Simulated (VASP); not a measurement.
## Hf11Si13: single point with PBE

Hf11Si13:

```
Si Hf
1.0
     7.74109   -0.07693    0.21037
    -0.07693    7.90266    0.01170
     0.21037    0.01170    7.86698
Si Hf
13 11
Direct
  0.51543 0.02369 0.75346
  0.94757 0.32463 0.22635
  0.73937 0.93056 0.56596
  0.09984 0.50727 0.62381
  0.66664 0.98142 0.13299
  0.79661 0.61522 0.72592
  0.71330 0.31966 0.67392
  0.27142 0.19946 0.30015
  0.04041 0.36309 0.93681
  0.58180 0.59669 0.21690
  0.94419 0.19166 0.54684
  0.97165 0.01492 0.97172
  0.53294 0.50675 0.49292
  0.45323 0.86761 0.43603
  0.30605 0.25009 0.68124
  0.87882 0.69689 0.07193
  0.03705 0.95996 0.32507
  0.22429 0.55509 0.32171
  0.08322 0.82190 0.71360
  0.84069 0.63365 0.44082
  0.33293 0.01832 0.02191
  0.61401 0.24883 0.31306
  0.42398 0.64778 0.76501
  0.61310 0.35925 0.96482
```

* Program: VASP 6.6.1
* Task: single point
* Functional: PBE
* Potentials or basis: VASP PAW PBE potentials, release 64 (Si, Hf_pv)
* Cutoff: 400 eV
* k mesh: 1 × 1 × 1, shifted
* Occupations: fermi-dirac, width 0.1853 eV
* Spin: no spin polarisation

| Item | Value |
| --- | --- |
| Pressure | -0.9 GPa |
| Largest force | 6.288 eV/Å |

Forces on the atoms (eV/Å):
```
Si   1.425 -1.087 -0.563
Si   0.307  0.516  0.532
Si   1.755  0.369  0.305
Si  -0.018 -0.126  1.346
Si   0.605 -0.437 -0.815
Si  -0.640 -0.477  6.237
Si  -0.338 -0.130 -2.218
Si   0.248  0.640  0.617
Si   0.345 -0.469 -0.972
Si  -1.200  0.295 -1.264
Si   0.804 -0.351  0.252
Si   0.126  0.854  0.068
Si  -1.576 -0.163  0.760
Hf  -1.080 -0.105 -1.159
Hf  -1.029  0.825 -1.294
Hf   0.404 -0.972 -1.149
Hf  -0.936  0.232 -0.269
Hf   0.696 -0.027 -0.979
Hf   0.099  1.687 -0.713
Hf   1.047 -0.546 -4.561
Hf  -1.084 -0.882  1.145
Hf   0.732 -0.252  1.961
Hf  -0.253  0.467  1.373
Hf  -0.442  0.137  1.360
```

Stress tensor (GPa, compression positive):
```
-5.88  0.04 -3.80
 0.04 -3.16  1.49
-3.80  1.49  6.32
```

Levels at points of the mesh, in eV from the Fermi level:
| k point | band 79 | band 80 | band 81 | band 82 | band 83 | band 84 |
| --- | --- | --- | --- | --- | --- | --- |
| (0.25, 0.25, 0.25) | -0.29 | -0.21 | -0.08 | 0.05 | 0.22 | 0.34 |

Run time: 94 s on 1 thread of Intel(R) Xeon(R) Platinum 8375C CPU @ 2.90GHz (Ice Lake), on a shared host, peak memory 0.37 GiB.

Caveat: the atoms stand as in a frame of molecular dynamics; spin-orbit coupling is left out, which moves the levels of the heavy elements.
